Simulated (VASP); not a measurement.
# Ge: electric field gradients with PBE

Crystal: Ge.

```
Ge
1.0
     0.00000    2.80090    2.88535
     2.80090    0.00000    2.88535
     2.80090    2.80090    0.00000
Ge
2
Direct
  0.50000 0.50000 0.50000
  0.75000 0.75000 0.75000
```

This cell differs from its parent crystal: z stretched by +2 % at fixed volume.

```json
{
  "Program": "VASP 6.6.1",
  "Task": "electric field gradients",
  "Functional": "PBE",
  "Potentials or basis": "VASP PAW PBE potentials, release 64 (Ge_d)",
  "Cutoff": "520 eV",
  "k mesh": "11 × 11 × 11",
  "Occupations": "fermi-dirac, width 0.05 eV",
  "Spin": "no spin polarisation",
  "Dipole correction": "no",
  "Further INCAR settings": "ALGO = Normal; EDIFF = 1e-08; NBANDS = 21"
}
```

```yaml
Pressure: 3.6 GPa
Band_gap_on_the_k_mesh: zero (filled and empty bands touch)
```

Stress tensor (GPa, compression positive):
```
4.34 0.00 0.00
0.00 4.34 0.00
0.00 0.00 2.14
```

Levels at points of the mesh, in eV from the Fermi level:
```
           k point  band 12  band 13  band 14  band 15  band 16  band 17
(0.00, 0.00, 0.00)    -0.23    -0.04     0.01     0.01     2.44     2.44
```

Electric field gradients, principal values (V/Å²):
| atom | least | middle | greatest (by size) |
| --- | --- | --- | --- |
| 1 Ge | 0.349 | 0.358 | -0.707 |
| 2 Ge | 0.349 | 0.358 | -0.707 |

Wall time 110 s on 1 thread of Intel(R) Xeon(R) Platinum 8259CL CPU @ 2.50GHz (Skylake/Cascade Lake), with other jobs on the host, peak memory 0.23 GiB.

Caveat: without QUAD_EFG the Cq values of the log hold for a quadrupole moment of 1 mb, not for the nuclei.
